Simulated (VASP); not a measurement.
# Pt2F3 in VASP: further runs

Runs on Pt2F3. Level: PBE. Tasks: single point, relaxation of cell and atoms.

Program: VASP 6.6.1. These are calculated values, not measurements. Logs are shortened: lines on timing, memory, paths and dates and some standing lists are left out, and cuts for length are marked.

## 1. The cell of the first run

The structure is hexagonal, space group P6/mmm (No. 191). The conventional cell has a = 4.567 Å, b = 4.567 Å, c = 4.055 Å, α = 90.00°, β = 90.00°, γ = 120.00°. Pt (site symmetry -6m2) has 5 F at 2.03 to 2.64 Å and 3 Pt at 2.64 Å within 2.7 Å. F (site symmetry 6/mmm) has 6 Pt at 2.64 Å and 12 F at 3.33 Å within 3.5 Å. Within 2.7 Å of F (site symmetry -6m2) lie 2 Pt at 2.03 Å and 3 F at 2.64 Å.

## 2. Single point, PBE

Input file INCAR:

```
SYSTEM = Pt2F3
ALGO     = Normal         ! electronic algorithm
EDIFF    = 1E-6           ! SCF threshold, eV
ENCUT    = 520            ! plane-wave cutoff, eV
GGA      = PE             ! functional
ISIF     = 2              ! what is computed and relaxed
ISMEAR   = 0              ! smearing method
LASPH    = .True.         ! aspherical terms in the spheres
LCHARG   = .True.         ! write CHGCAR
LELF     = .True.         ! ELF
LREAL    = .False.        ! projectors in reciprocal space
LVHAR    = .True.       
LWAVE    = .False.        ! write WAVECAR
NBANDS   = 28             ! bands
NELM     = 100            ! most SCF steps
PREC     = Accurate       ! precision mode
SIGMA    = 0.1            ! smearing width, eV
```

Input file KPOINTS:

```
k-points
0
Gamma
  12 12 10
  0 0 0
```

Input file POSCAR:

```
Pt2F3
1.0
    4.5665426079      0.0000000000      0.0000000000
   -2.2832713040      3.9547419059      0.0000000000
    0.0000000000      0.0000000000      4.0550602484
Pt F
2 3
Direct
    0.3333333333      0.6666666667      0.0000000000
    0.6666666667      0.3333333333      0.0000000000
    0.0000000000      0.0000000000      0.0000000000
    0.3333333333      0.6666666667      0.5000000000
    0.6666666667      0.3333333333      0.5000000000
```

Potentials or basis: VASP PAW PBE potentials, release 64 (Pt, F).

The run is started by

```sh
cat potpaw_PBE.64/Pt/POTCAR potpaw_PBE.64/F/POTCAR > POTCAR
mpirun -np 1 vasp_std > vasp.out
```

OUTCAR:

```text
SYSTEM = Pt2F3
   EDIFF = 1E-6
   ENCUT = 520
   GGA = PE
   ISIF = 2
   ISMEAR = 0
   LASPH = .True.
   LREAL = .False.
   NELM = 100
   PREC = Accurate

 ion  position               nearest neighbor table
   1  0.333  0.667  0.000-   4 2.03   4 2.03   2 2.64   2 2.64   3 2.64   3 2.64   3 2.64   2 2.64

   2  0.667  0.333  0.000-   5 2.03   5 2.03   1 2.64   1 2.64   3 2.64   3 2.64   3 2.64   1 2.64

   3  0.000  0.000  0.000-   1 2.64   2 2.64   2 2.64   1 2.64   2 2.64   1 2.64
   4  0.333  0.667  0.500-   1 2.03   1 2.03
   5  0.667  0.333  0.500-   2 2.03   2 2.03

  LATTYP: Found a hexagonal cell.
 ALAT       =     4.5665426079
 C/A-ratio  =     0.8879935208

  Lattice vectors:

 A1 = (   4.5665426079,   0.0000000000,   0.0000000000)
 A2 = (  -2.2832713040,   3.9547419059,   0.0000000000)
 A3 = (   0.0000000000,   0.0000000000,   4.0550602484)

Analysis of symmetry for initial positions (statically):
=====================================================================
 Subroutine PRICEL returns:
 Original cell was already a primitive cell.

 Routine SETGRP: Setting up the symmetry group for a
 hexagonal supercell.

 Subroutine GETGRP returns: Found 24 space group operations
 (whereof 24 operations were pure point group operations)
 out of a pool of 24 trial point group operations.

The static configuration has the point symmetry D_6h.

Analysis of symmetry for dynamics (positions and initial velocities):
=====================================================================
 Subroutine PRICEL returns:
 Original cell was already a primitive cell.

 Routine SETGRP: Setting up the symmetry group for a
 hexagonal supercell.

 Subroutine GETGRP returns: Found 24 space group operations
 (whereof 24 operations were pure point group operations)
 out of a pool of 24 trial point group operations.

The dynamic configuration has the point symmetry D_6h.

 Subroutine INISYM returns: Found 24 space group operations
 (whereof 24 operations are pure point group operations),
 and found     1 'primitive' translations

----------------------------------------------------------------------------------------

                                     Primitive cell

  volume of cell :      73.2324

  direct lattice vectors                    reciprocal lattice vectors
     4.566542608  0.000000000  0.000000000     0.218984051  0.126430501  0.000000000
    -2.283271304  3.954741906  0.000000000     0.000000000  0.252861002  0.000000000
     0.000000000  0.000000000  4.055060248     0.000000000  0.000000000  0.246605461

  length of vectors
     4.566542608  4.566542608  4.055060248     0.252861002  0.252861002  0.246605461

  position of ions in fractional coordinates (direct lattice)
     0.333333333  0.666666667  0.000000000
     0.666666667  0.333333333  0.000000000
     0.000000000  0.000000000  0.000000000
     0.333333333  0.666666667  0.500000000
     0.666666667  0.333333333  0.500000000

  ion indices of the primitive-cell ions
   primitive index   ion index
                 1           1
                 2           2
                 3           3
                 4           4
                 5           5

----------------------------------------------------------------------------------------

 KPOINTS: k-points

Automatic generation of k-mesh.
 Grid dimensions read from file:
 generate k-points for:   12   12   10

 Generating k-lattice:

  Cartesian coordinates                     Fractional coordinates (reciprocal lattice)
     0.018248671  0.010535875  0.000000000     0.083333333  0.000000000  0.000000000
     0.000000000  0.021071750  0.000000000     0.000000000  0.083333333  0.000000000
     0.000000000  0.000000000  0.024660546     0.000000000  0.000000000  0.100000000

  Length of vectors
     0.021071750  0.021071750  0.024660546

  Shift w.r.t. Gamma in fractional coordinates (k-lattice)
     0.000000000  0.000000000  0.000000000

 Subroutine IBZKPT returns following result:
 ===========================================

 Found    114 irreducible k-points:

 Following reciprocal coordinates:
            Coordinates               Weight
  0.000000  0.000000  0.000000      1.000000
  0.083333 -0.000000  0.000000      6.000000
  0.166667 -0.000000  0.000000      6.000000
  0.250000  0.000000  0.000000      6.000000
  0.333333 -0.000000  0.000000      6.000000
  0.416667 -0.000000  0.000000      6.000000
[... 16 lines left out ...]
  0.250000  0.000000  0.100000     12.000000
  0.333333 -0.000000  0.100000     12.000000
 [... further k-points ...]
   k-points           NKPTS =    114   k-points in BZ     NKDIM =    114   number of bands    NBANDS=     28
   number of dos      NEDOS =    301   number of ions     NIONS =      5
   total plane-waves  NPLWV =  38880
   dimension x,y,z NGX =    36 NGY =   36 NGZ =   30
   dimension x,y,z NGXF=    72 NGYF=   72 NGZF=   60
   ions per type =               2   3
   NGX,Y,Z   is equivalent  to a cutoff of  13.11, 13.11, 12.30 a.u.
   NGXF,Y,Z  is equivalent  to a cutoff of  26.21, 26.21, 24.60 a.u.
 SYSTEM =  Pt2F3
   PREC   = accura    normal or accurate (medium, high low for compatibility)
   ISTART =      0    job   : 0-new  1-cont  2-samecut
   ICHARG =      2    charge: 1-file 2-atom 10-const
   ISPIN  =      1    spin polarized calculation?
   LNONCOLLINEAR =      F non collinear calculations
   LSORBIT =      F    spin-orbit coupling
   LASPH  =      T    aspherical Exc in radial PAW
   ENCUT  =  520.0 eV  38.22 Ry    6.18 a.u.   8.49  8.49  7.54*2*pi/ulx,y,z
   NELM   =    100;   NELMIN=  2; NELMDL= -5     # of ELM steps
   EDIFF  = 0.1E-05   stopping-criterion for ELM
   LREAL  =      F    real-space projection
   EDIFFG = 0.1E-04   stopping-criterion for IOM
   NSW    =      0    number of steps for IOM
   IBRION =     -1    ionic relax: 0-MD 1-quasi-New 2-CG
   NFREE  =      0    steps in history (QN), initial steepest desc. (CG)
   ISIF   =      2    stress and relaxation
   ISYM   =      2    0-nonsym 1-usesym 2-fastsym
   POTIM  = 0.5000    time-step for ionic-motion
   TEBEG  =    0.0;   TEEND  =   0.0 temperature during run
   PSTRESS=    0.0 pullay stress
   NELECT =      41.0000    total number of electrons
   NUPDOWN=      -1.0000    fix difference up-down
   EMIN   =  10.00;   EMAX   =-10.00  energy-range for DOS
   EFERMI =   0.00;   METHOD = LEGACY
   ISMEAR =     0;   SIGMA  =   0.10  broadening in eV -4-tet -1-fermi 0-gaus
   EFERMI_NEDOS =   21; number of points for ismear=-14 and -15
   IALGO  =     38    algorithm
   IMIX   =      4    mixing-type and parameters
     AMIX     =   0.40;   BMIX     =  1.00
     AMIX_MAG =   1.60;   BMIX_MAG =  1.00
  volume/ion in A,a.u.               =      14.65        98.84
  Fermi-wavevector in a.u.,A,eV,Ry     =   1.349279  2.549768 24.770142  1.820554
  Thomas-Fermi vector in A             =   2.476879
   LORBIT       =      0    0 simple, 1 ext, 2 COOP (PROOUT), +10 PAW based schemes
   GGA     = PE    functional components
   LHFCALC =     F    Hartree Fock is set to
   AEXX    =    0.0000 exact exchange contribution
   IVDW    =     0    specifies the selected vdW correction
   LEPSILON=     F    determine dielectric tensor
   LRPA    =     F    only Hartree local field effects (RPA)
 non-spin polarized calculation
 Gauss-broadening in eV      SIGMA  =   0.10
  energy-cutoff  :      520.00
  volume of cell :       73.23
 maximum number of plane-waves:      2019
 NGX is ok and might be reduce to    36
   NGX = 17   NGY = 17   NGZ = 15

 number of electron      40.9999985 magnetization

 Free energy of the ion-electron system (eV)
  ---------------------------------------------------
  ext. energy  EPLUGINS =         0.00000000
  ---------------------------------------------------
  free energy    TOTEN  =       -20.28031094 eV

  energy without entropy =      -20.24621395  energy(sigma->0) =      -20.26326245

 E-fermi :   3.1169     XC(G=0): -10.3678

 val. band max:        3.1168238685   @ k =   0.3333   0.2500   0.4000
 cond. band min:       3.1288648770   @ k =   0.3333   0.3333   0.4000
 fundamental gap:      0.0120410085
 Fermi energy:         3.1169383118

 k-point     1 :       0.0000    0.0000    0.0000
  band No.  band energies     occupation
      1     -20.6588      2.00000
      2     -20.1566      2.00000
      3     -18.2461      2.00000
      4      -3.0543      2.00000
      5      -2.4215      2.00000
      6      -1.7891      2.00000
[... 20 lines left out ...]
     27      13.0538      0.00000
     28      13.0656      0.00000

 k-point     2 :       0.0833   -0.0000    0.0000
  band No.  band energies     occupation
      1     -20.6515      2.00000
      2     -20.1643      2.00000
      3     -18.2448      2.00000
      4      -3.0458      2.00000
      5      -2.4334      2.00000
      6      -1.9073      2.00000
[... 20 lines left out ...]
     27      13.1274      0.00000
     28      13.6604      0.00000

 k-point     3 :       0.1667   -0.0000    0.0000
  band No.  band energies     occupation
      1     -20.6294      2.00000
      2     -20.1865      2.00000
      3     -18.2410      2.00000
      4      -3.0209      2.00000
      5      -2.4673      2.00000
      6      -2.2083      2.00000
[... 20 lines left out ...]
     27      13.3162      0.00000
     28      14.7539      0.00000

 k-point     4 :       0.2500    0.0000    0.0000
  band No.  band energies     occupation
      1     -20.5952      2.00000
      2     -20.2213      2.00000
      3     -18.2362      2.00000
      4      -2.9813      2.00000
      5      -2.5185      2.00000
      6      -2.3731      2.00000
[... 578 lines left out ...]
     27      13.8847      0.00000
     28      14.8964      0.00000

 k-point    23 :       0.2500    0.0000    0.1000
  band No.  band energies     occupation
      1     -20.5666      2.00000
      2     -20.1939      2.00000
      3     -18.2358      2.00000
      4      -3.3235      2.00000
      5      -2.8671      2.00000
      6      -2.3702      2.00000
[... 20 lines left out ...]
     27      13.7545      0.00000
     28      15.6890      0.00000

 k-point    24 :       0.3333   -0.0000    0.1000
  band No.  band energies     occupation
      1     -20.5246      2.00000
      2     -20.2366      2.00000
      3     -18.2311      2.00000
      4      -3.2740      2.00000
      5      -2.9251      2.00000
      6      -2.3908      2.00000
[... 20 lines left out ...]
     27      13.7712      0.00000
     28      16.2608      0.00000

 [... further k-points ...]

------------------------ aborting loop because EDIFF is reached ----------------------------------------

  FORCE on cell =-STRESS in cart. coord.  units (eV):
  Direction    XX          YY          ZZ          XY          YZ          ZX
  --------------------------------------------------------------------------------------
  -------------------------------------------------------------------------------------
  Total       -0.2422401     -0.2422401      0.3841464      0.0000000     -0.0000000      0.0000000
  in kB       -5.2997298     -5.2997298      8.4043552      0.0000000     -0.0000000      0.0000000
  external PRESSURE =      -0.7317015 kB  Pullay stress =       0.0000000 kB

 VOLUME and BASIS-vectors are now :
 -----------------------------------------------------------------------------
  energy-cutoff  :      520.00
  volume of cell :       73.23
      direct lattice vectors                 reciprocal lattice vectors
     4.566542608  0.000000000  0.000000000     0.218984051  0.126430501  0.000000000
    -2.283271304  3.954741906  0.000000000     0.000000000  0.252861002  0.000000000
     0.000000000  0.000000000  4.055060248     0.000000000  0.000000000  0.246605461

 POSITION                                       TOTAL-FORCE (eV/Angst)
 -----------------------------------------------------------------------------------
     -0.00000      2.63649      0.00000        -0.000000     -0.000000      0.000000
      2.28327      1.31825      0.00000         0.000000      0.000000     -0.000000
      0.00000      0.00000      0.00000        -0.000000      0.000000      0.000000
     -0.00000      2.63649      2.02753         0.000000      0.000000     -0.000000
      2.28327      1.31825      2.02753        -0.000000     -0.000000      0.000000
 -----------------------------------------------------------------------------------
    total drift:                                0.000000      0.000000      0.000000

  FREE ENERGIE OF THE ION-ELECTRON SYSTEM (eV)
  ---------------------------------------------------
  free  energy   TOTEN  =       -20.2803109392 eV

  energy  without entropy=      -20.2462139535  energy(sigma->0) =      -20.26326245
```

Run time: 97 s. Hardware: 1 thread of Intel Xeon 6975P-C (Granite Rapids), shared host; peak memory 0.32 GiB.

What came out:

| Property | Result |
| --- | --- |
| Free energy | -20.2803 eV |
| Pressure | -0.1 GPa |

Caveat: spin-orbit coupling is left out, which moves the levels of the heavy elements; an odd number of electrons without spin polarisation forces a metal; a magnetic or distorted state may lie lower.

(Continued in part 2 of 2.)
